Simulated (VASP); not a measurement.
Input of a VASP 6.6.1 run:

File INCAR:

```
SYSTEM = InP
ALGO = Normal
EDIFF = 1E-7
ENCUT = 520
GGA = PE
ISIF = 2
ISMEAR = 0
LASPH = .TRUE.
LCHARG = .FALSE.
LREAL = .FALSE.
LWAVE = .FALSE.
NBANDS = 16
NELM = 60
PREC = Accurate
SIGMA = 0.15
```

The input KPOINTS:

```
k-points
0
G
  18 18 18
  0 0 0
```

POSCAR

```
InP
1.0
    0.0000000000      2.8532652270      2.7286080084
    2.8532652270      0.0000000000      2.7286080084
    2.8532652270      2.8532652270      0.0000000000
In P
1 1
Direct
    0.0000000000      0.0000000000      0.0000000000
    0.5000000000      0.5000000000      0.5000000000
```

Potentials or basis: VASP PAW PBE potentials, release 64 (In_d, P).

The run is started by

```bash
$ cat potpaw_PBE.64/In_d/POTCAR potpaw_PBE.64/P/POTCAR > POTCAR
$ mpirun -np 1 vasp_std > vasp.out
```

Question: Predict the band gap on the k mesh.

Answer: Zero (bands 9 and 10 overlap by 2.59 eV).

Question: Predict the pressure.

Answer: -2.7 GPa.

Stress tensor (GPa, compression positive):
```
-4.08  0.00  0.00
 0.00 -4.08  0.00
 0.00  0.00  0.14
```

Caveat: the cell differs from its parent crystal (strain +0.030 along x and y, -0.015 along z); spin-orbit coupling is left out, which moves the levels of the heavy elements.
